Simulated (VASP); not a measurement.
# MgO in VASP: notebook

MgO is run at these levels: PBEsol; tasks: single point.

Everything below comes from runs of VASP 6.6.1. Logs are shortened: lines on timing, memory, paths and dates and some standing lists are left out, and cuts for length are marked.

**Experimental background.**

“Electronic structure of alkaline earth and post-transition metal oxides”, 2009, arxiv:0908.1581 quotes, for a bulk crystal of MgO: band gap 7.83 eV.

How close the calculation comes is told below.

## Step 1: The cell of the first run

The structure is cubic, space group Fm-3m (No. 225). Conventional cell: a = 4.193 Å, b = 4.193 Å, c = 4.193 Å, α = 90.00°, β = 90.00°, γ = 90.00°. Mg (site symmetry m-3m) has 6 O at 2.10 Å within 2.8 Å. O (site symmetry m-3m) has 6 Mg at 2.10 Å within 2.8 Å.

## Step 2: Single point, PBEsol

INCAR reads:

```
SYSTEM = MgO
PREC = Accurate
ENCUT = 520
EDIFF = 1E-6
ISMEAR = 0
SIGMA = 0.01
LREAL = .False.
LASPH = .True.
NELM = 60
ALGO = Normal
ISIF = 2
LWAVE = .False.
LCHARG = .False.
GGA = PS
NBANDS = 11
```

KPOINTS reads:

```
Automatic mesh
0
Gamma
  10 10 10
  0 0 0
```

POSCAR reads:

```
MgO
1.0
    0.0000000000      2.0966044251      2.0966044251
    2.0966044251      0.0000000000      2.0966044251
    2.0966044251      2.0966044251      0.0000000000
Mg O
1 1
Direct
    0.0000000000      0.0000000000      0.0000000000
    0.5000000000      0.5000000000      0.5000000000
```

Potentials or basis: VASP PAW PBE potentials, release 64 (Mg, O).

On the command line:

```bash
$ cat potpaw_PBE.64/Mg/POTCAR potpaw_PBE.64/O/POTCAR > POTCAR
$ mpirun -np 1 vasp_std > vasp.out
```

OUTCAR:

```text
SYSTEM = MgO
   PREC = Accurate
   ENCUT = 520
   EDIFF = 1E-6
   ISMEAR = 0
   LREAL = .False.
   LASPH = .True.
   NELM = 60
   ISIF = 2
   GGA = PS

 ion  position               nearest neighbor table
   1  0.000  0.000  0.000-   2 2.10   2 2.10   2 2.10   2 2.10   2 2.10   2 2.10
   2  0.500  0.500  0.500-   1 2.10   1 2.10   1 2.10   1 2.10   1 2.10   1 2.10

  LATTYP: Found a face centered cubic cell.
 ALAT       =     4.1932088502

  Lattice vectors:

 A1 = (   0.0000000000,   2.0966044251,   2.0966044251)
 A2 = (   2.0966044251,   0.0000000000,   2.0966044251)
 A3 = (   2.0966044251,   2.0966044251,   0.0000000000)

Analysis of symmetry for initial positions (statically):
=====================================================================
 Subroutine PRICEL returns:
 Original cell was already a primitive cell.

 Routine SETGRP: Setting up the symmetry group for a
 face centered cubic supercell.

 Subroutine GETGRP returns: Found 48 space group operations
 (whereof 48 operations were pure point group operations)
 out of a pool of 48 trial point group operations.

The static configuration has the point symmetry O_h .

Analysis of symmetry for dynamics (positions and initial velocities):
=====================================================================
 Subroutine PRICEL returns:
 Original cell was already a primitive cell.

 Routine SETGRP: Setting up the symmetry group for a
 face centered cubic supercell.

 Subroutine GETGRP returns: Found 48 space group operations
 (whereof 48 operations were pure point group operations)
 out of a pool of 48 trial point group operations.

The dynamic configuration has the point symmetry O_h .

 Subroutine INISYM returns: Found 48 space group operations
 (whereof 48 operations are pure point group operations),
 and found     1 'primitive' translations

----------------------------------------------------------------------------------------

                                     Primitive cell

  volume of cell :      18.4323

  direct lattice vectors                    reciprocal lattice vectors
     0.000000000  2.096604425  2.096604425    -0.238480847  0.238480847  0.238480847
     2.096604425  0.000000000  2.096604425     0.238480847 -0.238480847  0.238480847
     2.096604425  2.096604425  0.000000000     0.238480847  0.238480847 -0.238480847

  length of vectors
     2.965046413  2.965046413  2.965046413     0.413060944  0.413060944  0.413060944

  position of ions in fractional coordinates (direct lattice)
     0.000000000  0.000000000  0.000000000
     0.500000000  0.500000000  0.500000000

[... 81 lines left out ...]
   NFREE  =      0    steps in history (QN), initial steepest desc. (CG)
   ISIF   =      2    stress and relaxation
   ISYM   =      2    0-nonsym 1-usesym 2-fastsym
   POTIM  = 0.5000    time-step for ionic-motion
   TEBEG  =    0.0;   TEEND  =   0.0 temperature during run
   PSTRESS=    0.0 pullay stress
   NELECT =       8.0000    total number of electrons
   NUPDOWN=      -1.0000    fix difference up-down
   EMIN   =  10.00;   EMAX   =-10.00  energy-range for DOS
   EFERMI =   0.00;   METHOD = LEGACY
   ISMEAR =     0;   SIGMA  =   0.01  broadening in eV -4-tet -1-fermi 0-gaus
   EFERMI_NEDOS =   21; number of points for ismear=-14 and -15
   IALGO  =     38    algorithm
   IMIX   =      4    mixing-type and parameters
     AMIX     =   0.40;   BMIX     =  1.00
     AMIX_MAG =   1.60;   BMIX_MAG =  1.00
  volume/ion in A,a.u.               =       9.22        62.19
  Fermi-wavevector in a.u.,A,eV,Ry     =   1.239496  2.342307 20.903303  1.536349
  Thomas-Fermi vector in A             =   2.373976
   LORBIT       =      0    0 simple, 1 ext, 2 COOP (PROOUT), +10 PAW based schemes
   GGA     = PS    functional components
   LHFCALC =     F    Hartree Fock is set to
   AEXX    =    0.0000 exact exchange contribution
   IVDW    =     0    specifies the selected vdW correction
   LEPSILON=     F    determine dielectric tensor
   LRPA    =     F    only Hartree local field effects (RPA)
 non-spin polarized calculation
 Gauss-broadening in eV      SIGMA  =   0.01
  energy-cutoff  :      520.00
  volume of cell :       18.43
 maximum number of plane-waves:       531
 NGX is ok and might be reduce to    24
   NGX = 11   NGY = 11   NGZ = 11

 number of electron       8.0000004 magnetization

 Free energy of the ion-electron system (eV)
  ---------------------------------------------------
  ext. energy  EPLUGINS =         0.00000000
  ---------------------------------------------------
  free energy    TOTEN  =       -12.51086492 eV

  energy without entropy =      -12.51086492  energy(sigma->0) =      -12.51086492

 E-fermi :   3.3097     XC(G=0): -11.3757

 val. band max:        3.1691255540   @ k =   0.0000   0.0000   0.0000
 cond. band min:       7.9343991498   @ k =   0.0000   0.0000   0.0000
 fundamental gap:      4.7652735958
 Fermi energy:         3.3097486692

 k-point     1 :       0.0000    0.0000    0.0000
  band No.  band energies     occupation
      1     -14.1073      2.00000
      2       3.1691      2.00000
      3       3.1691      2.00000
      4       3.1691      2.00000
      5       7.9344      0.00000
      6      18.8754      0.00000
      7      18.8754      0.00000
      8      18.8754      0.00000
      9      22.7536      0.00000
     10      24.6531      0.00000
     11      24.6531      0.00000
[... 309 lines left out ...]
 k-point    24 :       0.4000    0.3000    0.0000
  band No.  band energies     occupation
      1     -12.8092      2.00000
      2      -0.5027      2.00000
      3       1.8261      2.00000
      4       2.0532      2.00000
      5      12.7523      0.00000
      6      13.2316      0.00000
      7      16.7914      0.00000
      8      21.3902      0.00000
      9      21.5973      0.00000
     10      28.0965      0.00000
     11      30.3335      0.00000

 [... further k-points ...]
[... 5 lines left out ...]
  --------------------------------------------------------------------------------------
  -------------------------------------------------------------------------------------
  Total        0.2226145      0.2226145      0.2226145      0.0000000      0.0000000      0.0000000
  in kB       19.3501606     19.3501606     19.3501606      0.0000000      0.0000000      0.0000000
  external PRESSURE =      19.3501606 kB  Pullay stress =       0.0000000 kB

 VOLUME and BASIS-vectors are now :
 -----------------------------------------------------------------------------
  energy-cutoff  :      520.00
  volume of cell :       18.43
      direct lattice vectors                 reciprocal lattice vectors
     0.000000000  2.096604425  2.096604425    -0.238480847  0.238480847  0.238480847
     2.096604425  0.000000000  2.096604425     0.238480847 -0.238480847  0.238480847
     2.096604425  2.096604425  0.000000000     0.238480847  0.238480847 -0.238480847

 POSITION                                       TOTAL-FORCE (eV/Angst)
 -----------------------------------------------------------------------------------
      0.00000      0.00000      0.00000         0.000000      0.000000      0.000000
      2.09660      2.09660      2.09660        -0.000000     -0.000000     -0.000000
 -----------------------------------------------------------------------------------
    total drift:                               -0.000000     -0.000000      0.000000

  FREE ENERGIE OF THE ION-ELECTRON SYSTEM (eV)
  ---------------------------------------------------
  free  energy   TOTEN  =       -12.5108649235 eV

  energy  without entropy=      -12.5108649235  energy(sigma->0) =      -12.51086492
```

OSZICAR:

```text
N       E                     dE             d eps       ncg     rms          rms(c)
DAV:   1     0.130179933261E+02    0.13018E+02   -0.47387E+03  1170   0.649E+02
DAV:   2    -0.133270648740E+02   -0.26345E+02   -0.25727E+02  1154   0.136E+02
DAV:   3    -0.138985171439E+02   -0.57145E+00   -0.57103E+00  1258   0.170E+01
DAV:   4    -0.138998839366E+02   -0.13668E-02   -0.13668E-02  1130   0.932E-01
DAV:   5    -0.138998881377E+02   -0.42011E-05   -0.42011E-05  1208   0.507E-02    0.668E+00
DAV:   6    -0.125464879344E+02    0.13534E+01   -0.75454E+00  1076   0.150E+01    0.216E+00
DAV:   7    -0.125243394763E+02    0.22148E-01   -0.47290E-02  1124   0.201E+00    0.130E+00
DAV:   8    -0.125112343734E+02    0.13105E-01   -0.22710E-02  1091   0.172E+00    0.219E-01
DAV:   9    -0.125109431593E+02    0.29121E-03   -0.37445E-04  1181   0.135E-01    0.136E-01
DAV:  10    -0.125108629255E+02    0.80234E-04   -0.44284E-04  1145   0.154E-01    0.423E-03
DAV:  11    -0.125108645900E+02   -0.16645E-05   -0.38237E-06  1133   0.142E-02    0.345E-03
DAV:  12    -0.125108649235E+02   -0.33350E-06   -0.11514E-07   607   0.310E-03
   1 F= -.12510865E+02 E0= -.12510865E+02  d E =-.222443E-90
```

stdout:

```text
POSCAR found type information on POSCAR MgO
 POSCAR found :  2 types and       2 ions
 scaLAPACK will be used
 -----------------------------------------------------------------------------
|                                                                             |
|                                                                             |
|     You enforced a specific xc type in the INCAR file but a different       |
|     I HOPE YOU KNOW WHAT YOU ARE DOING!                                     |
|                                                                             |
 -----------------------------------------------------------------------------

 LDA part: xc-table for (Slater+PW92), standard interpolation
 POSCAR, INCAR and KPOINTS ok, starting setup
 FFT: planning ... GRIDC
 FFT: planning ... GRID_SOFT
 FFT: planning ... GRID
 WAVECAR not read
 entering main loop
```

It took 9.4 s on 1 thread of Intel Xeon Platinum 8375C at 2.90GHz (Ice Lake), shared host; peak memory 0.14 GiB.

What came out:

| Item | Value |
| --- | --- |
| Free energy | -12.5109 eV |
| Pressure | 1.9 GPa |
| Band gap on the k mesh | 4.77 eV, direct |

Caveat: the PAW data sets were made with another functional, which shifts forces and pressure a little.

## Step 3: Single point, PBEsol

This run uses another cell than the first one, of 9.50 Å³/atom, 1.030 times its volume.

INCAR reads:

```
PREC = Accurate ; ENCUT = 520
EDIFF = 1E-6 ; ISMEAR = 0
SIGMA = 0.01 ; LREAL = F
LASPH = T ; NELM = 100
ALGO = Normal ; ISIF = 2
LWAVE = F ; LCHARG = T
GGA = PS ; LELF = T
LVHAR = T ; NBANDS = 11
```

KPOINTS reads:

```
regular mesh
0
Gamma
  10 10 10
```

POSCAR reads:

```
MgO
1.0
    0.0000000000      2.1176758263      2.1176758263
    2.1176758263      0.0000000000      2.1176758263
    2.1176758263      2.1176758263      0.0000000000
Mg O
1 1
Direct
    0.0000000000      0.0000000000      0.0000000000
    0.5000000000      0.5000000000      0.5000000000
```

Potentials or basis: VASP PAW PBE potentials, release 64 (Mg, O).

On the command line:

```bash
$ cat potpaw_PBE.64/Mg/POTCAR potpaw_PBE.64/O/POTCAR > POTCAR
$ mpirun -np 1 vasp_std > vasp.out
```

Wall time 9.2 s (1 thread of Intel Xeon Platinum 8375C at 2.90GHz (Ice Lake), shared host); peak memory 0.14 GiB.

It converged, with:

| Property | Result |
| --- | --- |
| Free energy | -12.5099 eV |
| Pressure | -2.8 GPa |
| Band gap on the k mesh | 4.48 eV, direct |

Levels at points of the mesh, in eV from the valence-band top:
```csv
k point,band 1,band 2,band 3,band 4,band 5,band 6,band 7,band 8
"(0.00, 0.00, 0.00)",-17.12,0.00,0.00,0.00,4.48,15.54,15.54,15.54
"(0.50, 0.00, 0.00)",-15.85,-4.61,-0.64,-0.64,7.64,12.32,16.01,16.01
"(0.50, 0.50, 0.00)",-15.59,-4.08,-1.34,-1.34,8.90,9.70,12.80,18.59
```

Caveat: the PAW data sets were made with another functional, which shifts forces and pressure a little.

## Step 4: Single point, PBEsol (z stretched by -0.5 %, x and y held)

INCAR reads:

```
PREC = Accurate
ENCUT = 520
EDIFF = 1E-6
ISMEAR = 0
SIGMA = 0.01
LREAL = F
LASPH = T
NELM = 60
ALGO = Normal
ISIF = 2
LWAVE = F
LCHARG = F
GGA = PS
NBANDS = 11
```

KPOINTS is that of step 3.

POSCAR reads:

```
MgO
1.0
    0.0000000000      2.1071401257      2.0966044251
    2.1071401257      0.0000000000      2.0966044251
    2.1071401257      2.1071401257      0.0000000000
Mg O
1 1
Direct
    0.0000000000      0.0000000000      0.0000000000
    0.5000000000      0.5000000000      0.5000000000
```

On the command line:

```bash
$ cat potpaw_PBE.64/Mg/POTCAR potpaw_PBE.64/O/POTCAR > POTCAR
$ mpirun -np 1 vasp_std > vasp.out
```

Run time: 27 s. Hardware: 1 thread of Intel Xeon Platinum 8375C at 2.90GHz (Ice Lake), shared host; peak memory 0.15 GiB.

The run converged. Its results:

```
Free energy            : -12.5122 eV
Pressure               : 0.3 GPa
Band gap on the k mesh : 4.66 eV, direct
```

Stress tensor (GPa, compression positive):
```
-0.07  0.00  0.00
 0.00 -0.07  0.00
 0.00  0.00  0.99
```

Levels at points of the mesh, in eV from the valence-band top:
```tsv
k point	band 1	band 2	band 3	band 4	band 5	band 6	band 7	band 8
(0.00, 0.00, 0.00)	-17.23	-0.01	0.00	0.00	4.66	15.63	15.63	15.68
(0.50, 0.00, 0.00)	-15.90	-4.70	-0.68	-0.67	7.76	12.54	16.15	16.27
(0.50, 0.50, 0.00)	-15.63	-4.15	-1.39	-1.39	8.89	9.91	13.05	18.85
(0.50, 0.00, 0.50)	-15.64	-4.17	-1.38	-1.35	8.94	9.91	12.98	18.86
```

Caveat: the cell differs from its parent crystal (z stretched by -0.5 %, x and y held); the PAW data sets were made with another functional, which shifts forces and pressure a little.

## Step 5: Single point, PBEsol (z stretched by +0.5 %, x and y held)

INCAR reads:

```
ALGO     = Normal         # electronic algorithm
EDIFF    = 1E-6           # SCF threshold, eV
ENCUT    = 520            # plane-wave cutoff, eV
GGA      = PS             # functional
ISIF     = 2              # what is computed and relaxed
ISMEAR   = 0              # smearing method
LASPH    = True           # aspherical terms in the spheres
LCHARG   = True           # write CHGCAR
LELF     = True           # ELF
LREAL    = False          # projectors in reciprocal space
LVHAR    = True         
LWAVE    = False          # write WAVECAR
NBANDS   = 11             # bands
NELM     = 60             # most SCF steps
PREC     = Accurate       # precision mode
SIGMA    = 0.01           # smearing width, eV
```

KPOINTS reads:

```
k-points
0
Gamma
  10 10 10
```

POSCAR reads:

```
MgO
1.0
    0.0000000000      2.1071401257      2.1176758263
    2.1071401257      0.0000000000      2.1176758263
    2.1071401257      2.1071401257      0.0000000000
Mg O
1 1
Direct
    0.0000000000      0.0000000000      0.0000000000
    0.5000000000      0.5000000000      0.5000000000
```

On the command line:

```bash
$ cat potpaw_PBE.64/Mg/POTCAR potpaw_PBE.64/O/POTCAR > POTCAR
$ mpirun -np 1 vasp_std > vasp.out
```

It took 27 s on 1 thread of Intel Xeon Platinum 8375C at 2.90GHz (Ice Lake), shared host; peak memory 0.15 GiB.

The run converged. Its results:

```yaml
Free_energy: -12.5118 eV
Pressure: -1.3 GPa
Band_gap_on_the_k_mesh: 4.56 eV, direct
```

Stress tensor (GPa, compression positive):
```
-0.98  0.00  0.00
 0.00 -0.98  0.00
 0.00  0.00 -1.96
```

Levels at points of the mesh, in eV from the valence-band top:
| k point | band 2 | band 3 | band 4 | band 5 | band 6 | band 7 |
| --- | --- | --- | --- | --- | --- | --- |
| (0.00, 0.00, 0.00) | -0.01 | -0.01 | 0.00 | 4.56 | 15.55 | 15.61 |
| (0.50, 0.00, 0.00) | -4.66 | -0.67 | -0.66 | 7.70 | 12.42 | 16.05 |
| (0.50, 0.50, 0.00) | -4.14 | -1.35 | -1.35 | 8.94 | 9.80 | 12.85 |
| (0.50, 0.00, 0.50) | -4.12 | -1.39 | -1.36 | 8.89 | 9.80 | 12.92 |

Caveat: the cell differs from its parent crystal (z stretched by +0.5 %, x and y held); the PAW data sets were made with another functional, which shifts forces and pressure a little.

## Step 6: Single point, PBEsol (equal xy, yz and zx engineering shears of -0.5 %)

INCAR reads:

```
SYSTEM = MgO
PREC     = Accurate       ! precision mode
ENCUT    = 520            ! plane-wave cutoff, eV
EDIFF    = 1E-6           ! SCF threshold, eV
ISMEAR   = 0              ! smearing method
SIGMA    = 0.01           ! smearing width, eV
LREAL    = .False.        ! projectors in reciprocal space
LASPH    = .True.         ! aspherical terms in the spheres
NELM     = 80             ! most SCF steps
ALGO     = Normal         ! electronic algorithm
ISIF     = 2              ! what is computed and relaxed
LWAVE    = .False.        ! write WAVECAR
LCHARG   = .False.        ! write CHGCAR
GGA      = PS             ! functional
NBANDS   = 11             ! bands
```

KPOINTS reads:

```
Automatic mesh
0
Gamma
  10 10 10
  0 0 0
```

POSCAR reads:

```
MgO
1.0
   -0.0105357006      2.1018722754      2.1018722754
    2.1018722754     -0.0105357006      2.1018722754
    2.1018722754      2.1018722754     -0.0105357006
Mg O
1 1
Direct
    0.0000000000      0.0000000000      0.0000000000
    0.5000000000      0.5000000000      0.5000000000
```

Potentials or basis: VASP PAW PBE potentials, release 64 (Mg, O).

On the command line:

```bash
$ cat potpaw_PBE.64/Mg/POTCAR potpaw_PBE.64/O/POTCAR > POTCAR
$ mpirun -np 1 vasp_std > vasp.out
```

It took 28 s on 1 thread of Intel Xeon Platinum 8375C at 2.90GHz (Ice Lake), shared host; peak memory 0.15 GiB.

The run converged. Its results:

| Quantity | Value |
| --- | --- |
| Free energy | -12.5118 eV |
| Pressure | -0.5 GPa |
| Band gap on the k mesh | 4.58 eV, direct |

Stress tensor (GPa, compression positive):
```
-0.54  0.72  0.72
 0.72 -0.54  0.72
 0.72  0.72 -0.54
```

Levels at points of the mesh, in eV from the valence-band top:
```csv
k point,band 1,band 2,band 3,band 4,band 5,band 6,band 7,band 8,band 9
"(0.00, 0.00, 0.00)",-17.24,-0.06,-0.06,0.00,4.58,15.51,15.51,15.73,19.42
"(0.50, 0.00, 0.00)",-15.93,-4.72,-0.71,-0.67,7.71,12.42,16.11,16.21,20.73
"(0.50, 0.50, 0.00)",-15.66,-4.18,-1.43,-1.37,8.88,9.83,12.92,18.73,18.84
"(0.50, 0.50, 0.50)",-15.91,-4.68,-0.73,-0.73,7.65,12.53,16.02,16.02,20.64
```

Caveat: the cell differs from its parent crystal (equal xy, yz and zx engineering shears of -0.5 %); the PAW data sets were made with another functional, which shifts forces and pressure a little.

## Step 7: Summary

```tsv
cell	gap on the mesh (eV)	pressure (GPa)
a = 2.965 Å, angles 60.0°, 2 atoms	4.77	1.9
a = 2.995 Å, angles 60.0°, 2 atoms	4.48	-2.8
a = 2.973, b = 2.973, c = 2.980 Å, angles 59.9, 59.9, 60.2°, 2 atoms	4.66	0.3
a = 2.987, b = 2.987, c = 2.980 Å, angles 60.1, 60.1, 59.8°, 2 atoms	4.56	-1.3
a = 2.973 Å, angles 60.3°, 2 atoms	4.58	-0.5
```

Alike in all rows: task single point; level PBEsol; potentials or basis VASP PAW PBE potentials, release 64 (Mg, O); no spin polarisation; k mesh 10 × 10 × 10; cutoff (eV) 520; smearing gaussian 0.01 eV.

Caveats: the PAW data sets were made with another functional, which shifts forces and pressure a little.

Total energies depend on the potentials used, so only differences within one code and one set of settings carry meaning.

## Step 8: Comparison with measurements

Step 2. Measured gap of MgO: 7.83 eV (quoted in “Electronic structure of alkaline earth and post-transition metal oxides”, 2009, arxiv:0908.1581). This calculation gives 4.77 eV (-3.06 eV). The value is that of PBEsol, without temperature or zero-point motion. Semilocal functionals fall short of measured gaps as a rule.

Step 3. A measured gap of MgO is 7.83 eV (quoted in “Electronic structure of alkaline earth and post-transition metal oxides”, 2009, arxiv:0908.1581); the calculated 4.48 eV misses it by -3.35 eV. The value is that of PBEsol, without temperature or zero-point motion. Semilocal functionals fall short of measured gaps as a rule.
